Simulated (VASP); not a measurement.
Lu: single point with PBE

The system is Lu.

```xyz
1
Lattice="3.2486 0.0000 0.0000 0.0000 3.2486 0.0000 0.0000 0.0000 3.2486" Properties=species:S:1:pos:R:3 pbc="T T T"
Lu    0.0000    0.0000    0.0000
```

The cell was generated, and may not be a known phase.

```json
{
 "Program": "VASP 6.6.1",
 "Task": "single point",
 "Functional": "PBE",
 "Potentials or basis": "VASP PAW PBE potentials, release 64 (Lu)",
 "Cutoff": "520 eV",
 "k mesh": "6 × 6 × 6",
 "Occupations": "gaussian, width 0.1 eV",
 "Spin": "no spin polarisation",
 "Dipole correction": "no",
 "Further INCAR settings": "ALGO = Normal; EDIFF = 1e-06; NBANDS = 18"
}
```

| Quantity | Value |
| --- | --- |
| Pressure | -0.4 GPa |
| Band gap on the k mesh | zero (an odd number of electrons rules out a gap without spin polarisation) |

Levels at points of the mesh, in eV from the Fermi level:
| k point | band 9 | band 10 | band 11 | band 12 | band 13 | band 14 | band 15 | band 16 | band 17 | band 18 |
| --- | --- | --- | --- | --- | --- | --- | --- | --- | --- | --- |
| (0.00, 0.00, 0.00) | -5.51 | -5.51 | -5.51 | -5.49 | -0.40 | -0.40 | 5.71 | 5.71 | 5.71 | 10.10 |
| (0.50, 0.00, 0.00) | -5.50 | -5.47 | -5.47 | -2.75 | -0.51 | 0.33 | 3.08 | 3.08 | 5.99 | 7.66 |
| (0.50, 0.50, 0.00) | -5.52 | -5.48 | -5.47 | -1.67 | -0.29 | 2.98 | 2.98 | 3.66 | 3.66 | 7.35 |
| (0.50, 0.50, 0.50) | -5.49 | -5.49 | -5.49 | -0.38 | -0.38 | -0.38 | 5.99 | 7.03 | 7.03 | 7.03 |

Wall time 7 s on 1 thread of Intel(R) Xeon(R) Platinum 8488C (Sapphire Rapids) (shared host), peak memory 0.15 GiB.

Caveat: spin-orbit coupling is left out, which moves the levels of the heavy elements.
